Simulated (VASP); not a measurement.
# TiS2 in VASP: single point with HSE06

Aim: the single point of TiS2 with HSE06.

Everything below comes from runs of VASP 6.6.1. Logs are shortened: lines on timing, memory, paths and dates and some standing lists are left out, and cuts for length are marked.

## 1. The cell of the first run

The cell holds a sheet with vacuum, 3 atoms: a = 3.337 Å, b = 3.337 Å, c = 18.852 Å, α = 90.00°, β = 90.00°, γ = 120.00°.

## 2. Single point, HSE06

The input, POSCAR:

```
TiS2
1.0
    3.3373325340      0.0000000000      0.0000000000
   -1.6686662670      2.8902147553      0.0000000000
    0.0000000000      0.0000000000     18.8517807636
S Ti
2 1
Direct
    0.3333333333      0.6666666667      0.4243630934
    0.6666666667      0.3333333333      0.5756369066
    0.0000000000      0.0000000000      0.5000000000
```

The input, INCAR.step1:

```
SYSTEM = TiS2
PREC     = Accurate       ! precision mode
ENCUT    = 400            ! plane-wave cutoff, eV
EDIFF    = 1E-5           ! SCF threshold, eV
ISMEAR   = 0              ! smearing method
SIGMA    = 0.08           ! smearing width, eV
LREAL    = .False.        ! projectors in reciprocal space
LASPH    = .True.         ! aspherical terms in the spheres
NELM     = 120            ! most SCF steps
ALGO     = Normal         ! electronic algorithm
ISIF     = 2              ! what is computed and relaxed
LWAVE    = .True.         ! write WAVECAR
LCHARG   = .False.        ! write CHGCAR
LDIPOL   = .True.       
IDIPOL   = 3            
DIPOL    = 0.5 0.5 0.500
GGA      = PE             ! functional
NBANDS   = 19             ! bands
GGA_COMPAT= .False.      
NELMDL   = -8
```

The input, INCAR.step2:

```
SYSTEM = TiS2
PREC     = Accurate       ! precision mode
ENCUT    = 400            ! plane-wave cutoff, eV
EDIFF    = 1E-6           ! SCF threshold, eV
ISMEAR   = 0              ! smearing method
SIGMA    = 0.08           ! smearing width, eV
LREAL    = .False.        ! projectors in reciprocal space
LASPH    = .True.         ! aspherical terms in the spheres
NELM     = 120            ! most SCF steps
ALGO     = Normal         ! electronic algorithm
ISIF     = 2              ! what is computed and relaxed
LWAVE    = .False.        ! write WAVECAR
LCHARG   = .False.        ! write CHGCAR
LDIPOL   = .True.       
IDIPOL   = 3            
DIPOL    = 0.5 0.5 0.500
GGA      = PE             ! functional
LHFCALC  = .True.         ! exact exchange
HFSCREEN = 0.2079         ! screening, 1/A
PRECFOCK = Normal       
ISTART   = 1            
NBANDS   = 19             ! bands
GGA_COMPAT= .False.
```

The input, KPOINTS:

```
regular mesh
0
Gamma
  6 6 1
  0 0 0
```

Potentials or basis: VASP PAW PBE potentials, release 64 (S, Ti_sv).

The run is started by

```bash
cat potpaw_PBE.64/S/POTCAR potpaw_PBE.64/Ti_sv/POTCAR > POTCAR
cp INCAR.step1 INCAR
mpirun -np 1 vasp_std > vasp.out
cp INCAR.step2 INCAR
mpirun -np 1 vasp_std > vasp.out
```

OUTCAR:

```text
SYSTEM = TiS2
   PREC = Accurate
   ENCUT = 400
   EDIFF = 1E-6
   ISMEAR = 0
   LREAL = .False.
   LASPH = .True.
   NELM = 120
   ISIF = 2
   GGA = PE
   LHFCALC = .True.
   HFSCREEN = 0.2079
   PRECFOCK = Normal
   ISTART = 1

 ion  position               nearest neighbor table
   1  0.333  0.667  0.424-   3 2.40   3 2.40   3 2.40
   2  0.667  0.333  0.576-   3 2.40   3 2.40   3 2.40
   3  0.000  0.000  0.500-   1 2.40   2 2.40   1 2.40   2 2.40   2 2.40   1 2.40

  LATTYP: Found a hexagonal cell.
 ALAT       =     3.3373325340
 C/A-ratio  =     5.6487570752

  Lattice vectors:

 A1 = (   3.3373325340,   0.0000000000,   0.0000000000)
 A2 = (  -1.6686662670,   2.8902147553,   0.0000000000)
 A3 = (   0.0000000000,   0.0000000000,  18.8517807636)

Analysis of symmetry for initial positions (statically):
=====================================================================
 Subroutine PRICEL returns:
 Original cell was already a primitive cell.

 Routine SETGRP: Setting up the symmetry group for a
 hexagonal supercell.

 Subroutine GETGRP returns: Found 12 space group operations
 (whereof 12 operations were pure point group operations)
 out of a pool of 24 trial point group operations.

The static configuration has the point symmetry D_3d.

Analysis of symmetry for dynamics (positions and initial velocities):
=====================================================================
 Subroutine PRICEL returns:
 Original cell was already a primitive cell.

 Routine SETGRP: Setting up the symmetry group for a
 hexagonal supercell.

 Subroutine GETGRP returns: Found 12 space group operations
 (whereof 12 operations were pure point group operations)
 out of a pool of 24 trial point group operations.

The dynamic configuration has the point symmetry D_3d.

 Subroutine INISYM returns: Found 12 space group operations
 (whereof 12 operations are pure point group operations),
 and found     1 'primitive' translations

----------------------------------------------------------------------------------------

                                     Primitive cell

  volume of cell :     181.8369

  direct lattice vectors                    reciprocal lattice vectors
     3.337332534  0.000000000  0.000000000     0.299640503  0.172997525  0.000000000
    -1.668666267  2.890214755  0.000000000     0.000000000  0.345995050  0.000000000
     0.000000000  0.000000000 18.851780764     0.000000000  0.000000000  0.053045387

  length of vectors
     3.337332534  3.337332534 18.851780764     0.345995050  0.345995050  0.053045387

  position of ions in fractional coordinates (direct lattice)
     0.333333333  0.666666667  0.424363093
     0.666666667  0.333333333  0.575636907
     0.000000000  0.000000000  0.500000000

  ion indices of the primitive-cell ions
   primitive index   ion index
                 1           1
                 2           2
                 3           3

----------------------------------------------------------------------------------------

 KPOINTS: regular mesh

Automatic generation of k-mesh.
 Grid dimensions read from file:
 generate k-points for:    6    6    1

 Generating k-lattice:

  Cartesian coordinates                     Fractional coordinates (reciprocal lattice)
     0.049940084  0.028832921  0.000000000     0.166666667  0.000000000  0.000000000
     0.000000000  0.057665842  0.000000000     0.000000000  0.166666667  0.000000000
     0.000000000  0.000000000  0.053045387     0.000000000  0.000000000  1.000000000

  Length of vectors
     0.057665842  0.057665842  0.053045387

  Shift w.r.t. Gamma in fractional coordinates (k-lattice)
     0.000000000  0.000000000  0.000000000

 Subroutine IBZKPT returns following result:
 ===========================================

 Found      7 irreducible k-points:

 Following reciprocal coordinates:
            Coordinates               Weight
  0.000000  0.000000  0.000000      1.000000
  0.166667  0.000000  0.000000      6.000000
  0.333333 -0.000000  0.000000      6.000000
  0.500000 -0.000000  0.000000      3.000000
  0.166667  0.166667  0.000000      6.000000
  0.333333  0.166667  0.000000     12.000000
  0.333333  0.333333  0.000000      2.000000
   k-points           NKPTS =      7   k-points in BZ     NKDIM =     36   number of bands    NBANDS=     19
   number of dos      NEDOS =    301   number of ions     NIONS =      3
   total plane-waves  NPLWV =  72576
   dimension x,y,z NGX =    24 NGY =   24 NGZ =  126
   dimension x,y,z NGXF=    48 NGYF=   48 NGZF=  252
   ions per type =               2   1
   NGX,Y,Z   is equivalent  to a cutoff of  11.96, 11.96, 11.11 a.u.
   NGXF,Y,Z  is equivalent  to a cutoff of  23.91, 23.91, 22.22 a.u.
 SYSTEM =  TiS2
   PREC   = accura    normal or accurate (medium, high low for compatibility)
   ISTART =      1    job   : 0-new  1-cont  2-samecut
   ICHARG =      0    charge: 1-file 2-atom 10-const
   ISPIN  =      1    spin polarized calculation?
   LNONCOLLINEAR =      F non collinear calculations
   LSORBIT =      F    spin-orbit coupling
   LASPH  =      T    aspherical Exc in radial PAW
   ENCUT  =  400.0 eV  29.40 Ry    5.42 a.u.   5.44  5.44 30.74*2*pi/ulx,y,z
   NELM   =    120;   NELMIN=  2; NELMDL=  0     # of ELM steps
   EDIFF  = 0.1E-05   stopping-criterion for ELM
   LREAL  =      F    real-space projection
   EDIFFG = 0.1E-04   stopping-criterion for IOM
   NSW    =      0    number of steps for IOM
   IBRION =     -1    ionic relax: 0-MD 1-quasi-New 2-CG
   NFREE  =      0    steps in history (QN), initial steepest desc. (CG)
   ISIF   =      2    stress and relaxation
   ISYM   =      3    0-nonsym 1-usesym 2-fastsym
   POTIM  = 0.5000    time-step for ionic-motion
   TEBEG  =    0.0;   TEEND  =   0.0 temperature during run
   PSTRESS=    0.0 pullay stress
   NELECT =      24.0000    total number of electrons
   NUPDOWN=      -1.0000    fix difference up-down
   EMIN   =  10.00;   EMAX   =-10.00  energy-range for DOS
   EFERMI =   0.00;   METHOD = LEGACY
   ISMEAR =     0;   SIGMA  =   0.08  broadening in eV -4-tet -1-fermi 0-gaus
   EFERMI_NEDOS =   21; number of points for ismear=-14 and -15
   IALGO  =     38    algorithm
   IMIX   =      1    mixing-type and parameters
     AMIX     =   0.40;   BMIX     =  1.00
     AMIX_MAG =   1.60;   BMIX_MAG =  1.00
  volume/ion in A,a.u.               =      60.61       409.03
  Fermi-wavevector in a.u.,A,eV,Ry     =   0.833524  1.575131  9.452806  0.694762
  Thomas-Fermi vector in A             =   1.946762
   LORBIT       =      0    0 simple, 1 ext, 2 COOP (PROOUT), +10 PAW based schemes
   GGA     = PE    functional components
   LHFCALC =     T    Hartree Fock is set to
   PRECFOCK=normal    Normal, Fast or Accurate (Low or Medium for compatibility)
   ENCUT4O =  -1.0   cutoff for four orbital integrals eV
   NKREDX  =     1    reduce k-point grid by
   NKREDY  =     1    reduce k-point grid by
   NKREDZ  =     1    reduce k-point grid by
   AEXX    =    0.2500 exact exchange contribution
   HFSCREEN=    0.2079 screening length (either q_TF or 0.3 A-1)
   HFSCREENC=   0.2079 screening length for correlation (either q_TF or 0.3 A-1)
   ENCUTFOCK=  -1.0 apply spherical cutoff to Coloumb kernel
   IVDW    =     0    specifies the selected vdW correction
   LEPSILON=     F    determine dielectric tensor
   LRPA    =     F    only Hartree local field effects (RPA)
 non-spin polarized calculation
 Gauss-broadening in eV      SIGMA  =   0.08
  energy-cutoff  :      400.00
  volume of cell :      181.84
 maximum number of plane-waves:      3361
 NGX is ok and might be reduce to    24
  NGX = 18; NGY = 18; NGZ = 96

 number of electron      24.0000005 magnetization

 dipolmoment           0.000000      0.000000     -0.000000 electrons x Angstroem

 Free energy of the ion-electron system (eV)
  ---------------------------------------------------
  ext. energy  EPLUGINS =         0.00000000
  ---------------------------------------------------
  free energy    TOTEN  =       -24.19473128 eV

  energy without entropy =      -24.19473052  energy(sigma->0) =      -24.19473090

 E-fermi :  -2.2111     XC(G=0):  -3.0109

 val. band max:       -2.4484393865   @ k =   0.0000   0.0000   0.0000
 cond. band min:      -1.9685942279   @ k =   0.5000  -0.0000   0.0000
 fundamental gap:      0.4798451586
 Fermi energy:        -2.2110901092

 k-point     1 :       0.0000    0.0000    0.0000
  band No.  band energies     occupation
      1     -65.0925      2.00000
      2     -39.6931      2.00000
      3     -39.6089      2.00000
      4     -39.6089      2.00000
      5     -17.9457      2.00000
      6     -16.5271      2.00000
[... 11 lines left out ...]
     18       3.2244      0.00000
     19       3.4607      0.00000

 k-point     2 :       0.1667    0.0000    0.0000
  band No.  band energies     occupation
      1     -65.0878      2.00000
      2     -39.6845      2.00000
      3     -39.6556      2.00000
      4     -39.6198      2.00000
      5     -17.5672      2.00000
      6     -16.4003      2.00000
[... 11 lines left out ...]
     18       3.7556      0.00000
     19       3.9784      0.00000

 k-point     3 :       0.3333   -0.0000    0.0000
  band No.  band energies     occupation
      1     -65.0788      2.00000
      2     -39.7482      2.00000
      3     -39.6672      2.00000
      4     -39.6412      2.00000
      5     -16.6760      2.00000
      6     -16.1159      2.00000
[... 11 lines left out ...]
     18       4.6729      0.00000
     19       5.2576      0.00000

 k-point     4 :       0.5000   -0.0000    0.0000
  band No.  band energies     occupation
      1     -65.0742      2.00000
      2     -39.7939      2.00000
      3     -39.6586      2.00000
      4     -39.6518      2.00000
      5     -16.1894      2.00000
      6     -15.8770      2.00000
[... 11 lines left out ...]
     18       4.4538      0.00000
     19       4.9225      0.00000

 k-point     5 :       0.1667    0.1667    0.0000
  band No.  band energies     occupation
      1     -65.0811      2.00000
      2     -39.7163      2.00000
      3     -39.6718      2.00000
      4     -39.6446      2.00000
      5     -16.9190      2.00000
      6     -16.1977      2.00000
[... 11 lines left out ...]
     18       4.6845      0.00000
     19       4.8575      0.00000

 k-point     6 :       0.3333    0.1667    0.0000
  band No.  band energies     occupation
      1     -65.0743      2.00000
      2     -39.7700      2.00000
      3     -39.6761      2.00000
      4     -39.6589      2.00000
      5     -16.1518      2.00000
      6     -15.9417      2.00000
[... 11 lines left out ...]
     18       5.3234      0.00000
     19       6.0070      0.00000

 k-point     7 :       0.3333    0.3333    0.0000
  band No.  band energies     occupation
      1     -65.0719      2.00000
      2     -39.7372      2.00000
      3     -39.7372      2.00000
      4     -39.6551      2.00000
      5     -15.8589      2.00000
      6     -15.8589      2.00000
[... 11 lines left out ...]
     18       6.0057      0.00000
     19       6.7304      0.00000

------------------------ aborting loop because EDIFF is reached ----------------------------------------

 vacuum level on the upper side and lower side of the slab       (xc-potential included)         0.000         0.000

  FORCE on cell =-STRESS in cart. coord.  units (eV):
  Direction    XX          YY          ZZ          XY          YZ          ZX
  --------------------------------------------------------------------------------------
  -------------------------------------------------------------------------------------
  Total        1.4752617      1.4752617     -0.2301218      0.0000000     -0.0000000      0.0000000
  in kB       12.9986330     12.9986330     -2.0276191      0.0000000     -0.0000000      0.0000000
  external PRESSURE =       7.9898823 kB  Pullay stress =       0.0000000 kB

 VOLUME and BASIS-vectors are now :
 -----------------------------------------------------------------------------
  energy-cutoff  :      400.00
  volume of cell :      181.84
      direct lattice vectors                 reciprocal lattice vectors
     3.337332534  0.000000000  0.000000000     0.299640503  0.172997525  0.000000000
    -1.668666267  2.890214755  0.000000000     0.000000000  0.345995050  0.000000000
     0.000000000  0.000000000 18.851780764     0.000000000  0.000000000  0.053045387

 POSITION                                       TOTAL-FORCE (eV/Angst)
 -----------------------------------------------------------------------------------
     -0.00000      1.92681      8.00000        -0.000000     -0.000000      0.027900
      1.66867      0.96340     10.85178         0.000000      0.000000     -0.027900
      0.00000      0.00000      9.42589         0.000000      0.000000      0.000000
 -----------------------------------------------------------------------------------
    total drift:                                0.000000     -0.000000     -0.000000

  FREE ENERGIE OF THE ION-ELECTRON SYSTEM (eV)
  ---------------------------------------------------
  free  energy   TOTEN  =       -24.1947312804 eV

  energy  without entropy=      -24.1947305187  energy(sigma->0) =      -24.19473090

 vacuum level on the upper side and lower side of the slab         3.524         3.524
```

It took 28 min on 1 thread of Oxide Virtual Turin-like, shared host; peak memory 0.34 GiB.

Results:

```yaml
Free_energy: -24.1947 eV
Largest_force: 0.028 eV/Å
Band_gap_on_the_k_mesh: 0.48 eV (least direct gap 1.05 eV)
```

Forces on the atoms (eV/Å):
```
S    0.000  0.000  0.028
S    0.000  0.000 -0.028
Ti   0.000  0.000  0.000
```

Caveat: the PAW data sets were made with another functional, which shifts forces and pressure a little.
